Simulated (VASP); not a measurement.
Set up this calculation in VASP 6.6.1, as the native input.

```
Task                   : relaxation of cell and atoms
Functional             : r2SCAN
Potentials or basis    : VASP PAW PBE potentials, release 64 (N)
Cutoff                 : 600 eV
k mesh                 : 4 × 4 × 4
Occupations            : gaussian, width 0.1 eV
Spin                   : no spin polarisation
Dipole correction      : no
Further INCAR settings : ALGO = Normal; EDIFF = 1e-06; IBRION = 2; EDIFFG = -0.04; NSW = 90; ISIF = 3
```

Crystal: N.

```
N
1.0
     4.08406    0.00000    0.00000
     0.00000    4.08406    0.00000
     0.00000    0.00000    5.34591
N
4
Direct
  0.90428 0.90428 0.00000
  0.59572 0.40428 0.50000
  0.09572 0.09572 0.00000
  0.40428 0.59572 0.50000
```

These files were run (other wordings do the same):

POSCAR

```
N
1.0
    4.0840619700      0.0000000000      0.0000000000
    0.0000000000      4.0840619700      0.0000000000
    0.0000000000      0.0000000000      5.3459132500
N
4
Direct
    0.9042752000      0.9042752000      0.0000000000
    0.5957248000      0.4042752000      0.5000000000
    0.0957248000      0.0957248000      0.0000000000
    0.4042752000      0.5957248000      0.5000000000
```

INCAR.step1

```
SYSTEM = N
  ALGO = Normal
  EDIFF = 1E-4
  ENCUT = 600
  GGA = PE
  ISMEAR = 0
  LASPH = .True.
  LCHARG = .False.
  LREAL = .False.
  LWAVE = .True.
  NELM = 60
  PREC = Accurate
  SIGMA = 0.1
```

INCAR.step2

```
SYSTEM = N
  ALGO = Normal
  EDIFF = 1E-6
  EDIFFG = -0.04
  ENCUT = 600
  IBRION = 2
  ISIF = 3
  ISMEAR = 0
  ISTART = 1
  LASPH = .True.
  LCHARG = .False.
  LMIXTAU = .True.
  LREAL = .False.
  LWAVE = .False.
  METAGGA = R2SCAN
  NELM = 60
  NSW = 90
  PREC = Accurate
  SIGMA = 0.1
```

KPOINTS

```
k-points
0
Gamma
  4 4 4
  0 0 0
```

Potentials or basis: VASP PAW PBE potentials, release 64 (N).

Run with:

```console
$ cat potpaw_PBE.64/N/POTCAR > POTCAR
$ cp INCAR.step1 INCAR
$ mpirun -np 1 vasp_std > vasp.out
$ cp INCAR.step2 INCAR
$ mpirun -np 1 vasp_std > vasp.out
```

Results of the run:

The energy gained by relaxing is 0.0 meV/atom. The ionic steps are 3 and the pressure after relaxing is 0.0 GPa. The band gap on the k mesh is 7.55 eV (least direct gap 7.76 eV).

Caveat: the standard files for N, O and F lose accuracy on very short bonds; the PAW data sets were made with another functional, which shifts forces and pressure a little.

It took 95 s on 1 thread of Intel(R) Xeon(R) 6975P-C (Granite Rapids), with other jobs on the host, peak memory 0.25 GiB.
